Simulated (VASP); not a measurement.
The system is SnO.

```xyz
4
Lattice="3.3031 0.0000 0.0000 0.0000 5.7577 0.0000 0.0000 0.0000 4.0008" Properties=species:S:1:pos:R:3 pbc="T T T"
Sn    0.0000    1.3211    2.0695
Sn    1.6516    4.4366    0.0691
O     0.0000    5.1447    2.9315
O     1.6516    0.6130    0.9311
```

Base run:

| Item | Value |
| --- | --- |
| Program | VASP 6.6.1 |
| Functional | r2SCAN |
| Potentials or basis | VASP PAW PBE potentials, release 64 (Sn_d, O) |
| Cutoff | 520 eV |
| k mesh | 6 × 4 × 6 |
| Occupations | gaussian, width 0.01 eV |
| Spin | no spin polarisation |

Its results: band gap on the k mesh 1.96 eV, indirect (least direct gap 2.79 eV); pressure 1.5 GPa; largest force 0.122 eV/Å.

Q: The run is repeated on the same cell with these changes: k mesh from 6 × 4 × 6 to 4 × 2 × 4. What comes out?

A: Band gap on the k mesh 2.23 eV, indirect (least direct gap 3.03 eV); pressure 1.4 GPa; largest force 0.132 eV/Å.

Caveats: some runs use coarse meshes; the PAW data sets were made with another functional, which shifts forces and pressure a little; spin-orbit coupling is left out, which moves the levels of the heavy elements.

A k mesh can miss the band edges.
